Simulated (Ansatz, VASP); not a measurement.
# GaN in VASP and in Ansatz

Contents of POSCAR:

```
GaN
1.0
    3.0876548948      0.0000000000      0.0000000000
   -1.5438274474      2.6739875771      0.0000000000
    0.0000000000      0.0000000000      5.0281164724
Ga N
2 2
Direct
    0.3333333333      0.6666666667     -0.0007689437
    0.6666666667      0.3333333333      0.4992310563
    0.3333333333      0.6666666667      0.3757689437
    0.6666666667      0.3333333333      0.8757689437
```

File INCAR.step1:

```
SYSTEM = GaN
  PREC = Accurate
  ENCUT = 520
  ISMEAR = 0
  SIGMA = 0.01
  LREAL = .FALSE.
  LASPH = .TRUE.
  NELM = 80
  NBANDS = 26
  GGA = PE
  ALGO = Normal
  EDIFF = 1E-4
  LWAVE = .TRUE.
  LCHARG = .FALSE.
```

INCAR.step2

```
SYSTEM = GaN
  PREC = Accurate
  ENCUT = 520
  EDIFF = 1E-6
  ISMEAR = 0
  SIGMA = 0.01
  LREAL = .FALSE.
  LASPH = .TRUE.
  NELM = 80
  ALGO = Normal
  ISIF = 2
  LWAVE = .FALSE.
  LCHARG = .FALSE.
  METAGGA = R2SCAN
  LMIXTAU = .TRUE.
  NBANDS = 26
  ISTART = 1
```

Contents of KPOINTS:

```
regular mesh
0
G
  12 12 6
  0 0 0
```

Input for Ansatz:

```yaml
crystal:
  lattice:
    - [3.0876548948, 0.0, 0.0]
    - [-1.5438274474, 2.6739875771, 0.0]
    - [0.0, 0.0, 5.0281164724]
  atoms:
    - { symbol: Ga, position: [0.3333333333, 0.6666666667, -0.0007689437] }
    - { symbol: Ga, position: [0.6666666667, 0.3333333333, 0.4992310563] }
    - { symbol: "N", position: [0.3333333333, 0.6666666667, 0.3757689437] }
    - { symbol: "N", position: [0.6666666667, 0.3333333333, 0.8757689437] }
kpoints:
  mp_grid: { grid: [12, 12, 6] }
  band_path:
    path:
      - [0.0, 0.0, 0.0]
      - [0.5, 0.0, 0.0]
      - [0.3333333333, 0.3333333333, 0.0]
      - [0.0, 0.0, 0.5]
      - [0.5, 0.0, 0.5]
      - [0.3333333333, 0.3333333333, 0.5]
    npoints: 1
hamiltonian:
  xc: r2scan
scf:
  occupations: { method: fixed }
  n_extra_bands: 5
output:
  forces: true
  stress: true
  eigenvalues: true
```

Change from the starting cell: hydrostatic strain -3.0%.

Alike in both runs: task single point; functional r2SCAN; k mesh 12 × 12 × 6; no spin polarisation.

|  | VASP | Ansatz |
| --- | --- | --- |
| version | VASP 6.6.1 | Ansatz 0.2.0 |
| potentials or method | VASP PAW PBE potentials, release 64 (Ga_d, N) | plane waves, PAW |
| plane-wave cutoff (eV) | 520 | 500 |
| occupations | gaussian, width 0.01 eV | fixed |
| valence electrons in the cell | 36 | 36 |

|  | VASP | Ansatz | Ansatz less VASP |
| --- | --- | --- | --- |
| gap on the k mesh at the Fermi level (eV) | 2.98 | 2.99 | +0.012 |
| pressure (GPa) | 23.3 | 21.9 | -1.43 |
| traceless stress, the component that is largest in VASP (GPa) | 0.06 | 0.06 | +0.002 |

VASP's potentials were made for PBE, not for r2SCAN.
